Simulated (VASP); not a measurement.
Wanted: the native input for a VASP 6.6.1 run.

| Quantity | Value |
| --- | --- |
| Task | single point |
| Functional | r2SCAN |
| Potentials or basis | VASP PAW PBE potentials, release 64 (Mg, O) |
| Cutoff | 520 eV |
| k mesh | 10 × 10 × 10 |
| Occupations | gaussian, width 0.01 eV |
| Spin | no spin polarisation |
| Dipole correction | no |
| Further INCAR settings | ALGO = Normal; EDIFF = 1e-06; NBANDS = 11 |

Crystal: MgO.

```
Mg O
1.0
     0.00000    2.28201    2.33997
     2.28201    0.00000    2.33997
     2.28201    2.28201    0.00000
Mg O
1 1
Direct
  0.00000 0.00000 0.00000
  0.25000 0.25000 0.25000
```

This cell differs from its parent crystal: uniaxial z strain +2.5%.

One way to write it, as run:

POSCAR

```
MgO
1.0
    0.0000000000      2.2820056624      2.3399686062
    2.2820056624      0.0000000000      2.3399686062
    2.2820056624      2.2820056624      0.0000000000
Mg O
1 1
Direct
    0.0000000000      0.0000000000      0.0000000000
    0.2500000000      0.2500000000      0.2500000000
```

INCAR.step1

```
  PREC = Accurate
  ENCUT = 520
  ISMEAR = 0
  SIGMA = 0.01
  LREAL = False
  LASPH = True
  NELM = 100
  NBANDS = 11
  GGA = PE
  ALGO = Normal
  EDIFF = 1E-4
  LWAVE = True
  LCHARG = False
```

INCAR.step2

```
  PREC = Accurate
  ENCUT = 520
  EDIFF = 1E-6
  ISMEAR = 0
  SIGMA = 0.01
  LREAL = False
  LASPH = True
  NELM = 100
  ALGO = Normal
  ISIF = 2
  LWAVE = False
  LCHARG = False
  METAGGA = R2SCAN
  LMIXTAU = True
  NBANDS = 11
  ISTART = 1
```

KPOINTS

```
Automatic mesh
0
Gamma
  10 10 10
```

Potentials or basis: VASP PAW PBE potentials, release 64 (Mg, O).

Run with:

```sh
$ cat potpaw_PBE.64/Mg/POTCAR potpaw_PBE.64/O/POTCAR > POTCAR
$ cp INCAR.step1 INCAR
$ mpirun -np 1 vasp_std > vasp.out
$ cp INCAR.step2 INCAR
$ mpirun -np 1 vasp_std > vasp.out
```

Results of the run:

```yaml
Pressure: -3.6 GPa
Band_gap_on_the_k_mesh: 4.15 eV, indirect (the least direct gap lies 4.0 meV higher)
```

Caveat: the cell differs from its parent crystal (uniaxial z strain +2.5%); the PAW data sets were made with another functional, which shifts forces and pressure a little.

Run time: 110 s on 1 thread of Intel Xeon 8259CL (shared host), peak memory 0.16 GiB.
